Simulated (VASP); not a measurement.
# AlAs (F-43m) in VASP: a series of runs, part 2 of 2

VASP 6.6.1. The steps go on from the part before.

## 4. Single point, LDA

This run uses another cell than the first one, of 22.29 Å³/atom, 0.974 times its volume.

File INCAR:

```
PREC = Accurate
ENCUT = 500
EDIFF = 1E-6
ISMEAR = -1
SIGMA = 0.02
LREAL = F
LASPH = T
NELM = 120
ALGO = Normal
ISIF = 2
LWAVE = F
LCHARG = F
GGA = CA
NBANDS = 11
GGA_COMPAT = F
```

File KPOINTS:

```
Automatic mesh
0
Gamma
  8 8 8
```

File POSCAR:

```
AlAs
1.0
    0.0000000000      2.8143011342      2.8143011342
    2.8143011342      0.0000000000      2.8143011342
    2.8143011342      2.8143011342      0.0000000000
Al As
1 1
Direct
    0.0000000000      0.0000000000      0.0000000000
    0.2500000000      0.2500000000      0.2500000000
```

Potentials or basis: VASP PAW LDA potentials, release 64 (Al, As).

Run with:

```bash
cat potpaw_LDA.64/Al/POTCAR potpaw_LDA.64/As/POTCAR > POTCAR
mpirun -np 1 vasp_std > vasp.out
```

Wall time 8.9 s (1 thread of Intel Xeon 6975P-C (Granite Rapids), shared host); peak memory 0.14 GiB.

The run converged. Its results:

| Quantity | Value |
| --- | --- |
| Free energy | -10.5139 eV |
| Pressure | 0.4 GPa |
| Band gap on the k mesh | 1.31 eV, indirect (least direct gap 2.02 eV) |

Levels at points of the mesh, in eV from the valence-band top:
```csv
k point,band 2,band 3,band 4,band 5,band 6,band 7
"(0.00, 0.00, 0.00)",0.00,0.00,0.00,2.02,4.27,4.27
"(0.50, 0.00, 0.00)",-5.67,-0.84,-0.84,2.09,4.65,4.65
"(0.50, 0.50, 0.00)",-5.51,-2.22,-2.22,1.31,2.20,10.33
```

## 5. Single point, PBE

This run uses another cell than the first one, of 23.50 Å³/atom, 1.027 times its volume.

File INCAR:

```
ALGO = Normal ; EDIFF = 1E-6
ENCUT = 500 ; GGA = PE
GGA_COMPAT = F ; ISIF = 2
ISMEAR = -1 ; LASPH = T
LCHARG = F ; LREAL = F
LWAVE = F ; NBANDS = 11
NELM = 120 ; PREC = Accurate
SIGMA = 0.02
```

File KPOINTS:

```
k-points
0
Gamma
  8 8 8
```

File POSCAR:

```
AlAs
1.0
    0.0000000000      2.8641573724      2.8641573724
    2.8641573724      0.0000000000      2.8641573724
    2.8641573724      2.8641573724      0.0000000000
Al As
1 1
Direct
    0.0000000000      0.0000000000      0.0000000000
    0.2500000000      0.2500000000      0.2500000000
```

Potentials or basis: VASP PAW PBE potentials, release 64 (Al, As).

Run with:

```bash
cat potpaw_PBE.64/Al/POTCAR potpaw_PBE.64/As/POTCAR > POTCAR
mpirun -np 1 vasp_std > vasp.out
```

OUTCAR:

```text
EDIFF = 1E-6
   ENCUT = 500
   GGA = PE
   ISIF = 2
   ISMEAR = -1
   LASPH = T
   LREAL = F
   NELM = 120
   PREC = Accurate

 ion  position               nearest neighbor table
   1  0.000  0.000  0.000-   2 2.48   2 2.48   2 2.48   2 2.48
   2  0.250  0.250  0.250-   1 2.48   1 2.48   1 2.48   1 2.48

  LATTYP: Found a face centered cubic cell.
 ALAT       =     5.7283147448

  Lattice vectors:

 A1 = (   0.0000000000,   2.8641573724,   2.8641573724)
 A2 = (   2.8641573724,   0.0000000000,   2.8641573724)
 A3 = (   2.8641573724,   2.8641573724,   0.0000000000)

Analysis of symmetry for initial positions (statically):
=====================================================================
 Subroutine PRICEL returns:
 Original cell was already a primitive cell.

 Routine SETGRP: Setting up the symmetry group for a
 face centered cubic supercell.

 Subroutine GETGRP returns: Found 24 space group operations
 (whereof 24 operations were pure point group operations)
 out of a pool of 48 trial point group operations.

The static configuration has the point symmetry T_d .

Analysis of symmetry for dynamics (positions and initial velocities):
=====================================================================
 Subroutine PRICEL returns:
 Original cell was already a primitive cell.

 Routine SETGRP: Setting up the symmetry group for a
 face centered cubic supercell.

 Subroutine GETGRP returns: Found 24 space group operations
 (whereof 24 operations were pure point group operations)
 out of a pool of 48 trial point group operations.

The dynamic configuration has the point symmetry T_d .

 Subroutine INISYM returns: Found 24 space group operations
 (whereof 24 operations are pure point group operations),
 and found     1 'primitive' translations

----------------------------------------------------------------------------------------

                                     Primitive cell

  volume of cell :      46.9916

  direct lattice vectors                    reciprocal lattice vectors
     0.000000000  2.864157372  2.864157372    -0.174571413  0.174571413  0.174571413
     2.864157372  0.000000000  2.864157372     0.174571413 -0.174571413  0.174571413
     2.864157372  2.864157372  0.000000000     0.174571413  0.174571413 -0.174571413

  length of vectors
     4.050530201  4.050530201  4.050530201     0.302366557  0.302366557  0.302366557

  position of ions in fractional coordinates (direct lattice)
     0.000000000  0.000000000  0.000000000
     0.250000000  0.250000000  0.250000000

  ion indices of the primitive-cell ions
   primitive index   ion index
                 1           1
                 2           2

----------------------------------------------------------------------------------------

 KPOINTS: k-points

Automatic generation of k-mesh.
 Grid dimensions read from file:
 generate k-points for:    8    8    8

 Generating k-lattice:

  Cartesian coordinates                     Fractional coordinates (reciprocal lattice)
    -0.021821427  0.021821427  0.021821427     0.125000000  0.000000000  0.000000000
     0.021821427 -0.021821427  0.021821427     0.000000000  0.125000000  0.000000000
     0.021821427  0.021821427 -0.021821427     0.000000000  0.000000000  0.125000000

  Length of vectors
     0.037795820  0.037795820  0.037795820

  Shift w.r.t. Gamma in fractional coordinates (k-lattice)
     0.000000000  0.000000000  0.000000000

 Subroutine IBZKPT returns following result:
 ===========================================

 Found     29 irreducible k-points:

 Following reciprocal coordinates:
            Coordinates               Weight
  0.000000  0.000000  0.000000      1.000000
  0.125000  0.000000  0.000000      8.000000
  0.250000  0.000000  0.000000      8.000000
  0.375000  0.000000  0.000000      8.000000
  0.500000  0.000000  0.000000      4.000000
  0.125000  0.125000  0.000000      6.000000
[... 16 lines left out ...]
  0.500000  0.250000  0.125000     48.000000
 -0.375000  0.250000  0.125000     24.000000
 [... further k-points ...]
   k-points           NKPTS =     29   k-points in BZ     NKDIM =     29   number of bands    NBANDS=     11
   number of dos      NEDOS =    301   number of ions     NIONS =      2
   total plane-waves  NPLWV =  27000
   dimension x,y,z NGX =    30 NGY =   30 NGZ =   30
   dimension x,y,z NGXF=    60 NGYF=   60 NGZF=   60
   ions per type =               1   1
   NGX,Y,Z   is equivalent  to a cutoff of  12.31, 12.31, 12.31 a.u.
   NGXF,Y,Z  is equivalent  to a cutoff of  24.63, 24.63, 24.63 a.u.
 SYSTEM =  unknown system
   PREC   = accura    normal or accurate (medium, high low for compatibility)
   ISTART =      0    job   : 0-new  1-cont  2-samecut
   ICHARG =      2    charge: 1-file 2-atom 10-const
   ISPIN  =      1    spin polarized calculation?
   LNONCOLLINEAR =      F non collinear calculations
   LSORBIT =      F    spin-orbit coupling
   LASPH  =      T    aspherical Exc in radial PAW
   ENCUT  =  500.0 eV  36.75 Ry    6.06 a.u.   7.39  7.39  7.39*2*pi/ulx,y,z
   NELM   =    120;   NELMIN=  2; NELMDL= -5     # of ELM steps
   EDIFF  = 0.1E-05   stopping-criterion for ELM
   LREAL  =      F    real-space projection
   EDIFFG = 0.1E-04   stopping-criterion for IOM
   NSW    =      0    number of steps for IOM
   IBRION =     -1    ionic relax: 0-MD 1-quasi-New 2-CG
   NFREE  =      0    steps in history (QN), initial steepest desc. (CG)
   ISIF   =      2    stress and relaxation
   ISYM   =      2    0-nonsym 1-usesym 2-fastsym
   POTIM  = 0.5000    time-step for ionic-motion
   TEBEG  =    0.0;   TEEND  =   0.0 temperature during run
   PSTRESS=    0.0 pullay stress
   NELECT =       8.0000    total number of electrons
   NUPDOWN=      -1.0000    fix difference up-down
   EMIN   =  10.00;   EMAX   =-10.00  energy-range for DOS
   EFERMI =   0.00;   METHOD = LEGACY
   ISMEAR =    -1;   SIGMA  =   0.02  broadening in eV -4-tet -1-fermi 0-gaus
   EFERMI_NEDOS =   21; number of points for ismear=-14 and -15
   IALGO  =     38    algorithm
   IMIX   =      4    mixing-type and parameters
     AMIX     =   0.40;   BMIX     =  1.00
     AMIX_MAG =   1.60;   BMIX_MAG =  1.00
  volume/ion in A,a.u.               =      23.50       158.56
  Fermi-wavevector in a.u.,A,eV,Ry     =   0.907329  1.714603 11.200932  0.823245
  Thomas-Fermi vector in A             =   2.031123
   LORBIT       =      0    0 simple, 1 ext, 2 COOP (PROOUT), +10 PAW based schemes
   GGA     = PE    functional components
   LHFCALC =     F    Hartree Fock is set to
   AEXX    =    0.0000 exact exchange contribution
   IVDW    =     0    specifies the selected vdW correction
   LEPSILON=     F    determine dielectric tensor
   LRPA    =     F    only Hartree local field effects (RPA)
 non-spin polarized calculation
  energy-cutoff  :      500.00
  volume of cell :       46.99
 maximum number of plane-waves:      1243
 NGX is ok and might be reduce to    30
   NGX = 15   NGY = 15   NGZ = 15

 number of electron       7.9999999 magnetization

 Free energy of the ion-electron system (eV)
  ---------------------------------------------------
  ext. energy  EPLUGINS =         0.00000000
  ---------------------------------------------------
  free energy    TOTEN  =        -9.38799552 eV

  energy without entropy =       -9.38799552  energy(sigma->0) =       -9.38799552

 E-fermi :   4.0298     XC(G=0):  -8.9037

 val. band max:        3.5920494920   @ k =   0.0000   0.0000   0.0000
 cond. band min:       5.0868391462   @ k =   0.5000   0.5000   0.0000
 fundamental gap:      1.4947896542
 Fermi energy:         4.0297827129

 k-point     1 :       0.0000    0.0000    0.0000
  band No.  band energies     occupation
      1      -8.0774      2.00000
      2       3.5920      2.00000
      3       3.5920      2.00000
      4       3.5920      2.00000
      5       5.3730      0.00000
      6       7.8186      0.00000
      7       7.8186      0.00000
      8       7.8186      0.00000
      9      12.2736      0.00000
     10      12.5339      0.00000
     11      12.5339      0.00000
[... 309 lines left out ...]
 k-point    24 :      -0.3750    0.2500    0.1250
  band No.  band energies     occupation
      1      -6.4902      2.00000
      2      -1.5409      2.00000
      3       0.9907      2.00000
      4       2.1093      2.00000
      5       7.1718      0.00000
      6       7.8027      0.00000
      7      10.1302      0.00000
      8      11.0940      0.00000
      9      11.8102      0.00000
     10      14.4543      0.00000
     11      15.6748      0.00000

 [... further k-points ...]
[... 5 lines left out ...]
  --------------------------------------------------------------------------------------
  -------------------------------------------------------------------------------------
  Total        0.0471457      0.0471457      0.0471457     -0.0000000      0.0000000     -0.0000000
  in kB        1.6074295      1.6074295      1.6074295     -0.0000000      0.0000000     -0.0000000
  external PRESSURE =       1.6074295 kB  Pullay stress =       0.0000000 kB

 VOLUME and BASIS-vectors are now :
 -----------------------------------------------------------------------------
  energy-cutoff  :      500.00
  volume of cell :       46.99
      direct lattice vectors                 reciprocal lattice vectors
     0.000000000  2.864157372  2.864157372    -0.174571413  0.174571413  0.174571413
     2.864157372  0.000000000  2.864157372     0.174571413 -0.174571413  0.174571413
     2.864157372  2.864157372  0.000000000     0.174571413  0.174571413 -0.174571413

 POSITION                                       TOTAL-FORCE (eV/Angst)
 -----------------------------------------------------------------------------------
      0.00000      0.00000      0.00000        -0.000000     -0.000000     -0.000000
      1.43208      1.43208      1.43208         0.000000      0.000000      0.000000
 -----------------------------------------------------------------------------------
    total drift:                               -0.000000     -0.000000     -0.000000

  FREE ENERGIE OF THE ION-ELECTRON SYSTEM (eV)
  ---------------------------------------------------
  free  energy   TOTEN  =        -9.3879955237 eV

  energy  without entropy=       -9.3879955237  energy(sigma->0) =       -9.38799552
```

OSZICAR:

```text
N       E                     dE             d eps       ncg     rms          rms(c)
DAV:   1     0.137630251736E+02    0.13763E+02   -0.28874E+03   638   0.521E+02
DAV:   2    -0.861894133099E+01   -0.22382E+02   -0.21713E+02   790   0.874E+01
DAV:   3    -0.959539346298E+01   -0.97645E+00   -0.97521E+00   825   0.178E+01
DAV:   4    -0.960268507943E+01   -0.72916E-02   -0.72912E-02   736   0.184E+00
DAV:   5    -0.960283334688E+01   -0.14827E-03   -0.14826E-03   784   0.256E-01    0.312E+00
DAV:   6    -0.941737768634E+01    0.18546E+00   -0.34410E-01   698   0.209E+00    0.180E+00
DAV:   7    -0.938712547303E+01    0.30252E-01   -0.16122E-01   728   0.156E+00    0.672E-01
DAV:   8    -0.938774124813E+01   -0.61578E-03   -0.11116E-02   701   0.487E-01    0.112E-01
DAV:   9    -0.938784672758E+01   -0.10548E-03   -0.41999E-04   761   0.115E-01    0.634E-02
DAV:  10    -0.938799188839E+01   -0.14516E-03   -0.19912E-04   702   0.747E-02    0.758E-03
DAV:  11    -0.938799546742E+01   -0.35790E-05   -0.22209E-05   760   0.196E-02    0.558E-03
DAV:  12    -0.938799552374E+01   -0.56317E-07   -0.20171E-06   719   0.702E-03
   1 F= -.93879955E+01 E0= -.93879955E+01  d E =-.168359E-11
```

Wall time 7.9 s (1 thread of Intel Xeon 6975P-C (Granite Rapids), shared host); peak memory 0.17 GiB.

What came out:

- Free energy: -9.3880 eV
- Pressure: 0.2 GPa
- Band gap on the k mesh: 1.49 eV, indirect (least direct gap 1.78 eV)

A k mesh can miss the band edges.

## 6. The runs side by side

| level | potentials or basis | cell | smearing | gap on the mesh (eV) | pressure (GPa) |
| --- | --- | --- | --- | --- | --- |
| LDA | VASP PAW LDA potentials, release 64 (Al, As) | a = 4.015 Å, angles 60.0°, 2 atoms | gaussian 0.01 eV | 1.35 | -1.5 |
| PBEsol | VASP PAW PBE potentials, release 64 (Al, As) | a = 4.013 Å, angles 60.0°, 2 atoms | fermi-dirac 0.02 eV | 1.33 | 0.3 |
| LDA | VASP PAW LDA potentials, release 64 (Al, As) | a = 3.980 Å, angles 60.0°, 2 atoms | fermi-dirac 0.02 eV | 1.31 | 0.4 |
| PBE | VASP PAW PBE potentials, release 64 (Al, As) | a = 4.051 Å, angles 60.0°, 2 atoms | fermi-dirac 0.02 eV | 1.49 | 0.2 |

Alike in all rows: task single point; no spin polarisation; k mesh 8 × 8 × 8; cutoff (eV) 500.

Caveats: the PAW data sets were made with another functional, which shifts forces and pressure a little (some runs).

Total energies depend on the potentials used, so only differences within one code and one set of settings carry meaning.
